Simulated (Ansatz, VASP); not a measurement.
## MgB2 in VASP and in Ansatz

```
CELL_PARAMETERS angstrom
3.08500 0.00000 0.00000
-1.54250 2.67169 0.00000
0.00000 0.00000 3.55823
ATOMIC_POSITIONS crystal
Mg 0.00000 0.00000 0.00000
B 0.33333 0.66667 0.50000
B 0.66667 0.33333 0.50000
```

Change from the starting cell: zz strain of +1 %, PAW files.

Alike in both runs: task electric field gradients; functional LDA; k mesh 15 × 15 × 12; occupations fermi-dirac, width 0.05 eV; no spin polarisation.

|  | VASP | Ansatz |
| --- | --- | --- |
| version | VASP 6.6.1 | Ansatz 0.2.0 |
| potentials or method | VASP PAW LDA potentials, release 64 (Mg, B) | PAW with Ansatz's default frozen-core files, scalar-relativistic |
| plane-wave cutoff (eV) | 520 | 420 |
| valence electrons in the cell | 8 | 16 |

|  | VASP | Ansatz | Ansatz less VASP |
| --- | --- | --- | --- |
| pressure (GPa) | -9.1 | -8.5 | +0.59 |
| traceless stress, the component that is largest in VASP (GPa) | 0.25 | 0.34 | +0.083 |
| size of Vzz on the site where it differs most (V/Å²) | 0.5 | 2.9 | +2.36 |

LDA's correlation is that of Perdew and Zunger in VASP and of Perdew and Wang (1992) in Ansatz. VASP's potentials hold 8 valence electrons a cell and Ansatz's 16, so a difference there can come from the potentials and not from the codes.
